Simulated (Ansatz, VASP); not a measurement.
# One calculation of Cu, two programs

```
Cu
1.0
     0.00000   -1.80750   -1.80750
    -1.80750    0.00000   -1.80750
     1.80750    1.80750   -3.61500
Cu
2
Direct
  0.48555 0.50761 0.49795
  0.01445 0.99239 0.00205
```

Change from the starting cell: all atoms moved at random, sigma 0.05 Å a component.

Alike in both runs: task single point; functional PBE; k mesh 12 × 12 × 7; occupations fermi-dirac, width 0.05 eV; no spin polarisation.

```csv
,VASP,Ansatz
version,VASP 6.6.1,Ansatz 0.2.0
potentials or method,"VASP PAW PBE potentials, release 64 (Cu), cutoff 520 eV","all-electron LAPW, scalar-relativistic"
```

|  | VASP | Ansatz | Ansatz less VASP |
| --- | --- | --- | --- |
| gap on the k mesh at the Fermi level (eV) | none | none | - |
| pressure (GPa) | 2.6 | 1.9 | -0.74 |
| traceless stress, the component that is largest in VASP (GPa) | -0.38 | -0.36 | +0.024 |
| rms of the force components (eV/Å) | 0.097 | 0.097 | +0.0001 |

Atom by atom the forces differ by 0.001 eV/Å (rms over components). A gap of «none» marks a metal or a gap that the smearing closes. Ansatz ran all-electron here, and VASP with PAW potentials.
